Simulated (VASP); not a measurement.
A run of VASP 6.6.1 is set up as follows.

Contents of INCAR:

```
SYSTEM = MgI2
PREC = Accurate ; ENCUT = 520
EDIFF = 1E-6 ; ISMEAR = -1
SIGMA = 0.112 ; LREAL = .FALSE.
LASPH = .TRUE. ; NELM = 60
ALGO = Normal ; ISIF = 2
LWAVE = .FALSE. ; LCHARG = .FALSE.
GGA = PS ; NBANDS = 44
```

KPOINTS

```
Automatic mesh
0
G
  3 3 2
  0 0 0
```

File POSCAR:

```
MgI2
1.0
    8.3144261629     -0.0000000001      0.0000000000
   -4.1572130814      7.2005042750      0.0000000000
    0.0000000000      0.0000000000      6.8733251562
Mg I
4 8
Direct
   -0.0390715334     -0.0533769560      0.0127328473
    0.0002568265      0.5210748937      0.0193450764
    0.4875935997     -0.0146850826     -0.0026189653
    0.5540424355      0.4903214921     -0.0023640668
    0.1675003635      0.3339442500      0.2488695007
    0.3465446489      0.1795572852      0.7575961971
    0.1601403351      0.8409997090      0.2403481521
    0.3468043036      0.6674521418      0.7483532181
    0.6500871368      0.3240092514      0.2371073626
    0.8337962785      0.1535010546      0.7566318895
    0.6597070576      0.8408536081      0.2449917561
    0.8348792586      0.6705352592      0.7609124959
```

Potentials or basis: VASP PAW PBE potentials, release 64 (Mg, I).

Launch:

```bash
$ cat potpaw_PBE.64/Mg/POTCAR potpaw_PBE.64/I/POTCAR > POTCAR
$ mpirun -np 1 vasp_std > vasp.out
```

Task: What does it give for the pressure?

Result: 0.9 GPa.

Task: Predict the band gap on the k mesh.

Result: 2.88 eV, indirect (least direct gap 2.96 eV).

Task: What does it give for the largest force?

Result: 2.410 eV/Å.

Forces on the atoms (eV/Å):
```
Mg  -0.196  1.868 -0.020
Mg   0.949 -0.886 -0.295
Mg   0.195  0.133 -0.681
Mg  -2.387  0.184 -0.270
I   -0.140  0.061 -0.445
I   -0.043 -0.376  0.065
I    0.257 -0.067  0.534
I   -0.323 -0.077  0.458
I    1.098 -0.414  1.146
I   -0.080  0.223  0.405
I   -0.039 -0.453  0.292
I    0.710 -0.197 -1.188
```

Caveat: the k points lie up to 0.46 Å⁻¹ apart; the PAW data sets were made with another functional, which shifts forces and pressure a little; spin-orbit coupling is left out, which moves the levels of the heavy elements. A k mesh can miss the band edges.
